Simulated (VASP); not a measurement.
# SiO2: single point with r2SCAN

Crystal: SiO2.

```xyz
9
Lattice="5.1356 0.0000 0.0000 -2.5678 4.4475 0.0000 0.0000 0.0000 5.7073" Properties=species:S:1:pos:R:3 pbc="T T T"
Si   -1.2839    2.2238    1.9024
Si    1.2839    2.2238    3.8049
Si    2.5678    0.0000    0.0000
O     0.9636    3.5213    4.7561
O     2.5678    2.5951    2.8537
O     3.5313    0.9262    0.9512
O     1.6042    0.9262    4.7561
O     0.0000    1.8524    2.8537
O    -0.9636    3.5213    0.9512
```

This cell differs from its parent crystal: strain +0.015 along x and y, +0.030 along z.

```json
{
 "Program": "VASP 6.6.1",
 "Task": "single point",
 "Functional": "r2SCAN",
 "Potentials or basis": "VASP PAW PBE potentials, release 64 (Si, O)",
 "Cutoff": "520 eV",
 "k mesh": "6 × 6 × 4",
 "Occupations": "gaussian, width 0.05 eV",
 "Spin": "no spin polarisation",
 "Dipole correction": "no",
 "Further INCAR settings": "ALGO = Normal; EDIFF = 1e-07; NBANDS = 34"
}
```

- Pressure: -9.9 GPa
- Largest force: 0.428 eV/Å
- Band gap on the k mesh: 5.93 eV (least direct gap 6.08 eV)

Forces in eV/Å, atoms in the order of the input:
```
Si   0.000  0.000  0.000
Si   0.000  0.000  0.000
Si   0.000  0.000  0.000
O   -0.371 -0.214  0.000
O    0.000 -0.428  0.000
O   -0.371  0.214  0.000
O    0.371  0.214  0.000
O    0.000  0.428  0.000
O    0.371 -0.214  0.000
```

Stress tensor (GPa, compression positive):
```
 -9.51   0.00   0.00
  0.00  -9.51   0.00
  0.00   0.00 -10.81
```

Levels at points of the mesh, in eV from the valence-band top:
| k point | band 22 | band 23 | band 24 | band 25 | band 26 | band 27 |
| --- | --- | --- | --- | --- | --- | --- |
| (0.00, 0.00, 0.00) | -0.42 | -0.42 | -0.15 | 5.93 | 9.40 | 9.40 |
| (0.50, 0.00, 0.00) | -0.96 | -0.35 | -0.01 | 8.03 | 8.86 | 10.03 |
| (0.00, 0.00, 0.50) | -0.32 | 0.00 | 0.00 | 7.76 | 7.76 | 8.99 |
| (0.50, 0.00, 0.50) | -0.71 | -0.69 | -0.30 | 8.72 | 9.33 | 9.59 |

Wall time 4.3 min on 1 thread of Intel(R) Xeon(R) Platinum 8488C (Sapphire Rapids), with other jobs on the host, peak memory 0.3 GiB.

Caveat: the cell differs from its parent crystal (strain +0.015 along x and y, +0.030 along z); the cell stands under tension; the PAW data sets were made with another functional, which shifts forces and pressure a little. A k mesh can miss the band edges.
